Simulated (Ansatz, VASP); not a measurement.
**AgCl in VASP and in Ansatz**

```xyz
2
Lattice="3.3758 0.0000 0.0000 0.0000 3.3758 0.0000 0.0000 0.0000 3.3758" Properties=species:S:1:pos:R:3 pbc="T T T"
Ag    0.0000    0.0000    0.0000
Cl    1.6879    1.6879    1.6879
```

Change from the starting cell: volume scaled by 0.95.

Alike in both runs: task single point; functional PBE; k mesh 9 × 9 × 9; occupations fermi-dirac, width 0.01 eV; no spin polarisation.

```csv
,VASP,Ansatz
version,VASP 6.6.1,Ansatz 0.2.0
potentials or method,"VASP PAW PBE potentials, release 64 (Ag, Cl), cutoff 520 eV","all-electron LAPW, scalar-relativistic"
```

|  | VASP | Ansatz | Ansatz less VASP |
| --- | --- | --- | --- |
| gap on the k mesh at the Fermi level (eV) | 0.63 | 0.63 | +0.001 |
| pressure (GPa) | 2.5 | 2.6 | +0.15 |

Ansatz ran all-electron here, and VASP with PAW potentials.
